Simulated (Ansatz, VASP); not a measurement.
# AlZn13Cu2: VASP beside Ansatz

```xyz
16
Lattice="6.4994 0.1582 -0.0364 0.1529 6.4856 -0.0500 -0.0627 -0.0479 5.4753" Properties=species:S:1:pos:R:3 pbc="T T T"
Al    0.2631    0.2367    5.4213
Cu    6.2530    3.1005    2.6866
Cu    1.8942    1.8824    4.1008
Zn    3.1508    6.3009   -0.0620
Zn    6.2539    3.0653    5.3927
Zn    0.2573    0.3493    2.7176
Zn    1.9141    1.9834    1.3898
Zn    3.5034    3.5338    5.4314
Zn    3.0691    6.2906    2.6993
Zn    4.6473    1.4861    1.3417
Zn    1.4262    4.6161    1.3693
Zn    3.5978    3.5611    2.7118
Zn    5.2609    5.2151    1.3064
Zn    4.5574    1.4607    4.0563
Zn    1.4214    4.4829    4.0450
Zn    5.2480    5.1952    4.0058
```

Alike in both runs: functional PBE; k mesh 3 × 3 × 4; occupations gaussian, width 0.1 eV; no spin polarisation.

Ansatz relaxed the structure, and its values are those at the end. VASP's run is a single point on that final structure, the one shown.

```csv
,VASP,Ansatz
version,VASP 6.6.1,Ansatz 0.2.0
potentials or method,"VASP PAW PBE potentials, release 64 (Al, Cu, Zn), cutoff 520 eV","scalar-relativistic, plane waves, PAW"
valence electrons in the cell,181,197
```

Ansatz gave:

```
gap on the k mesh at the Fermi level (eV) : none
pressure (GPa)                            : -0.1
rms of the force components (eV/Å)        : 0.005
```

Task: Estimate VASP's values.

Result: gap on the k mesh at the Fermi level (eV): none; pressure (GPa): 0.3; rms of the force components (eV/Å): 0.007.

A gap of «none» marks a metal or a gap that the smearing closes. The functional is the same, so the differences come from potentials, cutoffs and numerics. VASP's potentials hold 181 valence electrons a cell and Ansatz's 197, so a difference there can come from the potentials and not from the codes.
